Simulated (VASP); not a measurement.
# ScW3 (Fm-3m) in VASP: notebook, part 2 of 2

VASP 6.6.1. Earlier steps stand in the parts before.

### 5 Single point, PBE

INCAR reads:

```
SYSTEM = ScW3
PREC = Accurate
ENCUT = 520
EDIFF = 1E-7
ISMEAR = 0
SIGMA = 0.1
LREAL = .False.
LASPH = .True.
NELM = 100
ALGO = Fast
ISIF = 2
LWAVE = .False.
LCHARG = .False.
GGA = PE
NBANDS = 34
```

KPOINTS reads:

```
regular mesh
0
Gamma
  12 12 12
  0 0 0
```

POSCAR reads:

```
ScW3
1.0
    0.0000000000      3.2277657445      3.2277657445
    3.2277657445      0.0000000000      3.2277657445
    3.2277657445      3.2277657445      0.0000000000
Sc W
1 3
Direct
    0.0000000000      0.0000000000      0.0000000000
    0.2500000000      0.2500000000      0.2500000000
    0.7500000000      0.7500000000      0.7500000000
    0.5000000000      0.5000000000      0.5000000000
```

Potentials or basis: VASP PAW PBE potentials, release 64 (Sc_sv, W_sv).

Launch:

```sh
$ cat potpaw_PBE.64/Sc_sv/POTCAR potpaw_PBE.64/W_sv/POTCAR > POTCAR
$ mpirun -np 1 vasp_std > vasp.out
```

OUTCAR:

```text
SYSTEM = ScW3
   PREC = Accurate
   ENCUT = 520
   EDIFF = 1E-7
   ISMEAR = 0
   LREAL = .False.
   LASPH = .True.
   NELM = 100
   ISIF = 2
   GGA = PE

 ion  position               nearest neighbor table
   1  0.000  0.000  0.000-   3 2.80   3 2.80   3 2.80   2 2.80   2 2.80   2 2.80   3 2.80   2 2.80
                             4 3.23   4 3.23   4 3.23   4 3.23   4 3.23   4 3.23
   2  0.250  0.250  0.250-   1 2.80   1 2.80   1 2.80   4 2.80   4 2.80   4 2.80   4 2.80   1 2.80
                             3 3.23   3 3.23   3 3.23   3 3.23   3 3.23   3 3.23
   3  0.750  0.750  0.750-   4 2.80   4 2.80   4 2.80   1 2.80   1 2.80   1 2.80   4 2.80   1 2.80
                             2 3.23   2 3.23   2 3.23   2 3.23   2 3.23   2 3.23
   4  0.500  0.500  0.500-   2 2.80   2 2.80   2 2.80   3 2.80   3 2.80   3 2.80   3 2.80   2 2.80
                             1 3.23   1 3.23   1 3.23   1 3.23   1 3.23   1 3.23

  LATTYP: Found a face centered cubic cell.
 ALAT       =     6.4555314890

  Lattice vectors:

 A1 = (   0.0000000000,   3.2277657445,   3.2277657445)
 A2 = (   3.2277657445,   0.0000000000,   3.2277657445)
 A3 = (   3.2277657445,   3.2277657445,   0.0000000000)

Analysis of symmetry for initial positions (statically):
=====================================================================
 Subroutine PRICEL returns:
 Original cell was already a primitive cell.
[... 182 lines left out ...]

 k-point     1 :       0.0000    0.0000    0.0000
  band No.  band energies     occupation
      1     -64.5993      2.00000
      2     -64.4930      2.00000
      3     -64.4652      2.00000
      4     -39.0117      2.00000
      5     -28.9686      2.00000
      6     -28.9686      2.00000
[... 877 lines left out ...]
     33      12.8035      0.00000
     34      12.9928      0.00000

 [... further k-points ...]

------------------------ aborting loop because EDIFF is reached ----------------------------------------

  FORCE on cell =-STRESS in cart. coord.  units (eV):
  Direction    XX          YY          ZZ          XY          YZ          ZX
  --------------------------------------------------------------------------------------
  -------------------------------------------------------------------------------------
  Total        0.1697101      0.1697101      0.1697101      0.0000000      0.0000000     -0.0000000
  in kB        4.0428000      4.0428000      4.0428000      0.0000000      0.0000000     -0.0000000
  external PRESSURE =       4.0428000 kB  Pullay stress =       0.0000000 kB

 VOLUME and BASIS-vectors are now :
 -----------------------------------------------------------------------------
  energy-cutoff  :      520.00
  volume of cell :       67.26
      direct lattice vectors                 reciprocal lattice vectors
     0.000000000  3.227765745  3.227765745    -0.154905913  0.154905913  0.154905913
     3.227765745  0.000000000  3.227765745     0.154905913 -0.154905913  0.154905913
     3.227765745  3.227765745  0.000000000     0.154905913  0.154905913 -0.154905913

 POSITION                                       TOTAL-FORCE (eV/Angst)
 -----------------------------------------------------------------------------------
      0.00000      0.00000      0.00000        -0.000000     -0.000000     -0.000000
      1.61388      1.61388      1.61388         0.000000     -0.000000     -0.000000
      4.84165      4.84165      4.84165         0.000000      0.000000      0.000000
      3.22777      3.22777      3.22777        -0.000000     -0.000000     -0.000000
 -----------------------------------------------------------------------------------
    total drift:                                0.000000      0.000000      0.000000

  FREE ENERGIE OF THE ION-ELECTRON SYSTEM (eV)
  ---------------------------------------------------
  free  energy   TOTEN  =       -44.2363706435 eV

  energy  without entropy=      -44.2167459278  energy(sigma->0) =      -44.22655829
```

stdout:

```text
POSCAR found type information on POSCAR ScW
 POSCAR found :  2 types and       4 ions
 scaLAPACK will be used
 LDA part: xc-table for (Slater+PW92), standard interpolation
 POSCAR, INCAR and KPOINTS ok, starting setup
 FFT: planning ... GRIDC
 FFT: planning ... GRID_SOFT
 FFT: planning ... GRID
 WAVECAR not read
 entering main loop
```

Wall time 3.2 min (1 thread of Intel Xeon 6975P-C (Granite Rapids), shared host); peak memory 0.29 GiB.

Results:

| Property | Result |
| --- | --- |
| Free energy | -44.2364 eV |
| Pressure | 0.4 GPa |
| Band gap on the k mesh | zero (an odd number of electrons rules out a gap without spin polarisation) |

Levels at points of the mesh, in eV from the Fermi level:
| k point | band 23 | band 24 | band 25 | band 26 | band 27 | band 28 | band 29 | band 30 |
| --- | --- | --- | --- | --- | --- | --- | --- | --- |
| (0.00, 0.00, 0.00) | -1.53 | -1.53 | -1.53 | 0.62 | 0.62 | 0.62 | 3.03 | 3.03 |
| (0.50, 0.00, 0.00) | -1.97 | -1.71 | -1.71 | -1.10 | -0.85 | -0.85 | 2.87 | 2.87 |
| (0.50, 0.50, 0.00) | -1.82 | -0.81 | 0.29 | 0.29 | 1.49 | 1.49 | 1.56 | 1.56 |

Caveat: spin-orbit coupling is left out, which moves the levels of the heavy elements.

### 6 Relaxation of cell and atoms, PBE

INCAR reads:

```
SYSTEM = ScW3
  ALGO = Fast
  EDIFF = 1E-6
  EDIFFG = -0.01
  ENCUT = 600
  GGA = PE
  IBRION = 2
  ISIF = 3
  ISMEAR = 0
  LASPH = .True.
  LCHARG = .False.
  LREAL = .False.
  LWAVE = .False.
  NELM = 60
  NSW = 100
  PREC = Accurate
  SIGMA = 0.1
```

KPOINTS reads:

```
k-points
0
Gamma
  12 12 12
  0 0 0
```

POSCAR reads:

```
ScW3
1.0
    0.0000000000      3.2291460273      3.2291460273
    3.2291460273      0.0000000000      3.2291460273
    3.2291460273      3.2291460273      0.0000000000
Sc W
1 3
Direct
    0.0000000000      0.0000000000      0.0000000000
    0.2500000000      0.2500000000      0.2500000000
    0.7500000000      0.7500000000      0.7500000000
    0.5000000000      0.5000000000      0.5000000000
```

Potentials or basis: VASP PAW PBE potentials, release 64 (Sc_sv, W_sv).

Launch:

```sh
$ cat potpaw_PBE.64/Sc_sv/POTCAR potpaw_PBE.64/W_sv/POTCAR > POTCAR
$ mpirun -np 1 vasp_std > vasp.out
```

It took 5.3 min on 1 thread of Intel Xeon 6975P-C (Granite Rapids), shared host; peak memory 0.32 GiB.

It converged, with:

```yaml
Free_energy: -44.2376 eV
Relaxed_volume: 16.85 Å³/atom
Relaxed_cell: a = 4.568 Å, b = 4.568 Å, c = 4.568 Å, α = 60.00°, β = 60.00°, γ = 60.00°
Space_group_after_relaxing_to_0.1_Å: Fm-3m (No. 225)
Energy_gained_by_relaxing: 0.0 meV/atom
Ionic_steps: 3
Pressure_after_relaxing: 0.0 GPa
Band_gap_on_the_k_mesh: zero (an odd number of electrons rules out a gap without spin polarisation)
```

Final structure:
```xyz
4
Lattice="0.0000 3.2302 3.2302 3.2302 0.0000 3.2302 3.2302 3.2302 0.0000" Properties=species:S:1:pos:R:3 pbc="T T T"
Sc    0.0000    0.0000    0.0000
W     1.6151    1.6151    1.6151
W     4.8453    4.8453    4.8453
W     3.2302    3.2302    3.2302
```

Levels at points of the mesh, in eV from the Fermi level:
| k point | band 24 | band 25 | band 26 | band 27 | band 28 | band 29 |
| --- | --- | --- | --- | --- | --- | --- |
| (0.00, 0.00, 0.00) | -1.53 | -1.53 | 0.62 | 0.62 | 0.62 | 3.02 |
| (0.50, 0.00, 0.00) | -1.71 | -1.71 | -1.09 | -0.85 | -0.85 | 2.86 |
| (0.50, 0.50, 0.00) | -0.81 | 0.29 | 0.29 | 1.48 | 1.48 | 1.55 |

Caveat: spin-orbit coupling is left out, which moves the levels of the heavy elements.

### 7 Summary

```csv
task,cell,k mesh,cutoff (eV),gap on the mesh (eV),pressure (GPa),relaxed volume (Å³/atom)
single point,"a = 4.567 Å, angles 60.0°, 4 atoms",6 × 6 × 6,520,none,0.4,-
relaxation of cell and atoms,"relaxed from a = 4.635 Å, angles 60.0°, 4 atoms",4 × 4 × 4,600,none,-0.2,17.00
relaxation of cell and atoms,"relaxed from a = 4.576 Å, angles 60.0°, 4 atoms",6 × 6 × 6,600,none,0.0,16.87
single point,"a = 4.565 Å, angles 60.0°, 4 atoms",12 × 12 × 12,520,none,0.4,-
relaxation of cell and atoms,"relaxed from a = 4.567 Å, angles 60.0°, 4 atoms",12 × 12 × 12,600,none,0.0,16.85
```

Alike in all rows: level PBE; potentials or basis VASP PAW PBE potentials, release 64 (Sc_sv, W_sv); no spin polarisation; smearing gaussian 0.1 eV.

Caveats: some runs use coarse meshes; spin-orbit coupling is left out, which moves the levels of the heavy elements.

Absolute energies hang on the potentials; compare differences alone.
